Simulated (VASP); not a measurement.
Wanted: the native input for a VASP 6.6.1 run.

```
Task                   : single point
Functional             : PBE
Potentials or basis    : VASP PAW PBE potentials, release 64 (Si, B)
Cutoff                 : 500 eV
k mesh                 : 3 × 3 × 3
Occupations            : gaussian, width 0.2 eV
Spin                   : no spin polarisation
Dipole correction      : no
Further INCAR settings : ALGO = Normal; EDIFF = 1e-06; NBANDS = 26
```

The structure of Si7B lies in POSCAR:

```
Si7B
1.0
    4.9305596359      0.0000000000      0.0000000000
    0.0000000000      4.9305596359      0.0000000000
    0.0000000000      0.0000000000      4.9305596359
Si B
7 1
Direct
    0.0000000000      0.5000000000      0.5000000000
    0.5000000000      0.0000000000      0.5000000000
    0.5000000000      0.5000000000      0.0000000000
    0.5000000000      0.0000000000      0.0000000000
    0.0000000000      0.5000000000      0.0000000000
    0.0000000000      0.0000000000      0.5000000000
    0.0000000000      0.0000000000      0.0000000000
    0.5000000000      0.5000000000      0.5000000000
```

The cell was built from a structure type or drawn by symmetry, and may not be a known phase.

These files were run (other wordings do the same):

INCAR

```
PREC     = Accurate       # precision mode
ENCUT    = 500            # plane-wave cutoff, eV
EDIFF    = 1E-6           # SCF threshold, eV
ISMEAR   = 0              # smearing method
SIGMA    = 0.2            # smearing width, eV
LREAL    = F              # projectors in reciprocal space
LASPH    = T              # aspherical terms in the spheres
NELM     = 120            # most SCF steps
ALGO     = Normal         # electronic algorithm
ISIF     = 2              # what is computed and relaxed
LWAVE    = F              # write WAVECAR
LCHARG   = T              # write CHGCAR
GGA      = PE             # functional
LELF     = T              # ELF
LVHAR    = T            
NBANDS   = 26             # bands
GGA_COMPAT= F
```

KPOINTS

```
Automatic mesh
0
Gamma
  3 3 3
```

Potentials or basis: VASP PAW PBE potentials, release 64 (Si, B).

The run is started by

```bash
$ cat potpaw_PBE.64/Si/POTCAR potpaw_PBE.64/B/POTCAR > POTCAR
$ mpirun -np 1 vasp_std > vasp.out
```

It gave:

```json
{
  "Pressure": "-0.5 GPa",
  "Band gap on the k mesh": "zero (an odd number of electrons rules out a gap without spin polarisation)"
}
```

Caveat: the k points lie up to 0.42 Å⁻¹ apart, too coarse for converged energies and pressures of a metal.

It took 10 s on 1 thread of Intel(R) Xeon(R) Platinum 8488C (Sapphire Rapids), on a shared host, peak memory 0.19 GiB.
